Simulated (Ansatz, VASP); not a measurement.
# One calculation of Sb, two programs

```xyz
2
Lattice="3.1224 0.0000 0.0000 0.0000 4.3475 0.0000 -0.0389 0.0000 4.4059" Properties=species:S:1:pos:R:3 pbc="T T T"
Sb    3.0573    3.2606    3.3233
Sb    0.0262    1.0869    1.0625
```

Alike in both runs: task single point; functional PBEsol; k mesh 10 × 7 × 7; occupations fermi-dirac, width 0.1 eV; no spin polarisation.

|  | VASP | Ansatz |
| --- | --- | --- |
| version | VASP 6.6.1 | Ansatz 0.2.0 |
| potentials or method | VASP PAW PBE potentials, release 64 (Sb), cutoff 520 eV | plane waves, PAW |
| valence electrons in the cell | 10 | 30 |

Ansatz gave:

```
rms of the force components (eV/Å) : 0.049
```

Question: Which values does VASP return?

Answer: rms of the force components (eV/Å): 0.054.

VASP's potentials were made for PBE, not for PBEsol. Atom by atom the forces differ by 0.005 eV/Å (rms over components). The functional is the same, so the differences come from potentials, cutoffs and numerics. VASP's potentials hold 10 valence electrons a cell and Ansatz's 30, so a difference there can come from the potentials and not from the codes.

Spin-orbit coupling is off throughout.
